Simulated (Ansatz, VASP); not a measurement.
**BaTiO3: VASP beside Ansatz**

INCAR

```
SYSTEM = BaTiO3
  ALGO = Normal
  EDIFF = 1E-7
  ENCUT = 520
  GGA = PS
  ISIF = 2
  ISMEAR = -1
  LASPH = .TRUE.
  LCHARG = .FALSE.
  LREAL = .FALSE.
  LWAVE = .FALSE.
  NBANDS = 28
  NELM = 100
  PREC = Accurate
  SIGMA = 0.08
```

The input KPOINTS:

```
k-points
0
G
  7 7 7
  0 0 0
```

The input POSCAR:

```
BaTiO3
1.0
    3.9998000000      0.0399980000      0.0399980000
    0.0399980000      3.9998000000      0.0399980000
    0.0401800000      0.0401800000      4.0180000000
Ba Ti O
1 1 3
Direct
    0.0000000000      0.0000000000      0.0000000000
    0.5000000000      0.5000000000      0.4820000000
    0.5000000000      0.5000000000      0.0160000000
    0.5000000000      0.0000000000      0.5150000000
    0.0000000000      0.5000000000      0.5150000000
```

Input for Ansatz:

```yaml
crystal:
  lattice:
    - [3.9998, 0.039998, 0.039998]
    - [0.039998, 3.9998, 0.039998]
    - [0.04018, 0.04018, 4.018]
  atoms:
    - { symbol: Ba, position: [0.0, 0.0, 0.0] }
    - { symbol: Ti, position: [0.5, 0.5, 0.482] }
    - { symbol: O, position: [0.5, 0.5, 0.016] }
    - { symbol: O, position: [0.5, 0.0, 0.515] }
    - { symbol: O, position: [0.0, 0.5, 0.515] }
kpoints:
  mp_grid: { grid: [7, 7, 7] }
  band_path:
    path:
      - [0.0, 0.0, 0.0]
      - [0.4903402537, -0.4903402537, 0.0]
      - [-0.4903402537, -0.5096597463, 0.0]
      - [-0.5, -0.5, 0.0]
      - [0.0, 0.0, 0.0]
      - [-0.5, -0.5, -0.5]
      - [-0.4807242624, -0.5192757376, -0.5]
      - [0.4807242624, -0.4807242624, -0.5]
      - [0.0, 0.0, -0.5]
    npoints: 5
scf:
  occupations: { method: fermi_dirac, width: 0.08 }
hamiltonian:
  xc: pbesol
  pseudopotentials: { kind: all_electron, lapw: { basis_error: 0.001 } }
output:
  forces: true
  stress: true
  eigenvalues: true
```

Change from the starting cell: equal xy, yz and zx shear strains of +2 %.

Alike in both runs: task single point; functional PBEsol; k mesh 7 × 7 × 7; occupations fermi-dirac, width 0.08 eV; no spin polarisation.

```csv
,VASP,Ansatz
version,VASP 6.6.1,Ansatz 0.2.0
potentials or method,"VASP PAW PBE potentials, release 64 (Ba_sv, Ti_sv, O), cutoff 520 eV","all-electron LAPW, scalar-relativistic"
```

Ansatz gave:

```
pressure (GPa)                                                : -3.5
traceless stress, the component that is largest in VASP (GPa) : -2.38
rms of the force components (eV/Å)                            : 0.125
```

Estimate VASP's values.

pressure (GPa): -1.7; traceless stress, the component that is largest in VASP (GPa): -2.46; rms of the force components (eV/Å): 0.116.

VASP's potentials were made for PBE, not for PBEsol. Atom by atom the forces differ by 0.019 eV/Å (rms over components). Ansatz ran all-electron here, and VASP with PAW potentials.

Neither program's run includes spin-orbit coupling.
